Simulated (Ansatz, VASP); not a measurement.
**Two plane-wave programs on Ir**

```xyz
4
Lattice="2.7146 0.0000 0.0000 -1.3573 2.3509 0.0000 0.0000 0.0000 20.6493" Properties=species:S:1:pos:R:3 pbc="T T T"
Ir    0.0000    0.0000    7.0367
Ir    1.3573    0.7836    9.2300
Ir    0.0000    1.5673   11.4193
Ir    0.0000    0.0000   13.6127
```

Alike in both runs: functional PBE; dispersion D3(BJ); k mesh 24 × 24 × 1; occupations gaussian, width 0.05 eV; no spin polarisation.

Ansatz relaxed the structure, and its values are those at the end. VASP's run is a single point on that final structure, the one shown.

|  | VASP | Ansatz |
| --- | --- | --- |
| version | VASP 6.6.1 | Ansatz 0.2.0 |
| potentials or method | VASP PAW PBE potentials, release 64 (Ir) | scalar-relativistic, plane waves, PAW |
| plane-wave cutoff (eV) | 520 | 420 |
| valence electrons in the cell | 36 | 68 |

Ansatz gave:

```
gap on the k mesh at the Fermi level (eV) : none
rms of the force components (eV/Å)        : 0.007
```

Task: Estimate VASP's values.

Result: gap on the k mesh at the Fermi level (eV): none; rms of the force components (eV/Å): 0.021.

A gap of «none» marks a metal or a gap that the smearing closes. VASP's potentials hold 36 valence electrons a cell and Ansatz's 68, so a difference there can come from the potentials and not from the codes. Ansatz's warnings: xc potential rough in thin density.

Neither program's run includes spin-orbit coupling.
